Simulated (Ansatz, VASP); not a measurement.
# Two plane-wave programs on PtSe2

```xyz
3
Lattice="3.7240 0.0000 0.0000 -1.8620 3.2251 0.0000 0.0000 0.0000 5.0620" Properties=species:S:1:pos:R:3 pbc="T T T"
Pt    0.0000    0.0000    0.0000
Se    1.8620    1.0750    3.7965
Se    0.0000    2.1501    1.2655
```

Alike in both runs: task single point; functional PBE-based screened hybrid with a share of 0.15 of exact exchange and HFSCREEN = 0.2; k mesh 4 × 4 × 3; occupations fermi-dirac, width 0.05 eV; no spin polarisation.

|  | VASP | Ansatz |
| --- | --- | --- |
| version | VASP 6.6.1 | Ansatz 0.2.0 |
| potentials or method | VASP PAW PBE potentials, release 64 (Pt, Se) | Ansatz PAW |
| plane-wave cutoff (eV) | 520 | 420 |
| valence electrons in the cell | 22 | 50 |

VASP gave:

| Property | Result |
| --- | --- |
| gap on the k mesh at the Fermi level (eV) | none |
| pressure (GPa) | 4.1 |
| traceless stress, the component that is largest in VASP (GPa) | -1.30 |
| rms of the force components (eV/Å) | 0.109 |

Problem. Which values does Ansatz return?

Solution. gap on the k mesh at the Fermi level (eV): none; pressure (GPa): 4.2; traceless stress, the component that is largest in VASP (GPa): -1.33; rms of the force components (eV/Å): 0.110.

VASP's potentials were made for PBE, not for PBE-based screened hybrid. Atom by atom the forces differ by 0.001 eV/Å (rms over components). A gap of «none» marks a metal or a gap that the smearing closes. VASP's potentials hold 22 valence electrons a cell and Ansatz's 50, so a difference there can come from the potentials and not from the codes.

The k mesh is coarse, so the values compare programs but aren't converged. Spin-orbit coupling is off throughout.
